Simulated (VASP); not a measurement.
Runs of VASP 6.6.1 on Li3H. The structure is that of space group Pm-3m (No. 221), or close to it. The cells are those of the table. 

| task | cell | k mesh | cutoff (eV) | gap on the mesh (eV) | pressure (GPa) | relaxed volume (Å³/atom) |
| --- | --- | --- | --- | --- | --- | --- |
| single point | a = 3.890 Å, 4 atoms | 12 × 12 × 12 | 520 | none | - | - |
| relaxation of cell and atoms | relaxed from a = 3.461 Å, 4 atoms | 6 × 6 × 6 | 600 | none | 0.0 | (a) |
| relaxation of cell and atoms | relaxed from a = 3.866 Å, 4 atoms | 12 × 12 × 12 | 600 | none | 0.0 | 14.58 |
| single point | a = 3.866 Å, 4 atoms | 6 × 6 × 6 | 520 | none | - | - |

Alike in all rows: level PBE; potentials or basis VASP PAW PBE potentials, release 64 (Li_sv, H); no spin polarisation; smearing gaussian 0.1 eV.

Question: Fill in the values left out.

Answer: (a) 14.34.

Caveats: the cutoff is under 1.25 times the usual one of these potentials, so pressure, stress and relaxed cells hold a basis-set (Pulay) error; the volume moved by over 15 % at a fixed basis, so the end points are rough (at least some runs).

A gap of «none» marks levels without a gap at the run's occupations.
